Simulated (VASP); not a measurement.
Write the native input for VASP 6.6.1 that does the following.

| Property | Result |
| --- | --- |
| Task | single point |
| Functional | LDA |
| Potentials or basis | VASP PAW LDA potentials, release 64 (Ge_d, Ga_d) |
| Cutoff | 520 eV |
| k mesh | 6 × 6 × 6 |
| Occupations | fermi-dirac, width 0.05 eV |
| Spin | no spin polarisation |
| Dipole correction | no |
| Further INCAR settings | ALGO = Normal; EDIFF = 1e-07; NBANDS = 36 |

The structure of GaGe3 lies in POSCAR:

```
GaGe3
1.0
    4.3068010377      0.0000000000      0.0000000000
    0.0000000000      4.3068010377      0.0000000000
    0.0000000000      0.0000000000      4.3068010377
Ge Ga
3 1
Direct
    0.5000000000      0.5000000000      0.0000000000
    0.5000000000      0.0000000000      0.5000000000
    0.0000000000      0.5000000000      0.5000000000
    0.0000000000      0.0000000000      0.0000000000
```

The input as run:

INCAR

```
  ALGO = Normal
  EDIFF = 1E-7
  ENCUT = 520
  GGA = CA
  ISIF = 2
  ISMEAR = -1
  LASPH = True
  LCHARG = True
  LELF = True
  LREAL = False
  LVHAR = True
  LWAVE = False
  NBANDS = 36
  NELM = 60
  PREC = Accurate
  SIGMA = 0.05
```

KPOINTS

```
k-points
0
Gamma
  6 6 6
```

Potentials or basis: VASP PAW LDA potentials, release 64 (Ge_d, Ga_d).

Command:

```console
$ cat potpaw_LDA.64/Ge_d/POTCAR potpaw_LDA.64/Ga_d/POTCAR > POTCAR
$ mpirun -np 1 vasp_std > vasp.out
```

It gave:

```yaml
Pressure: -5.7 GPa
```

Run time: 52 s on 1 thread of Intel(R) Xeon(R) Platinum 8259CL CPU @ 2.50GHz (Skylake/Cascade Lake), on a shared host, peak memory 0.18 GiB.
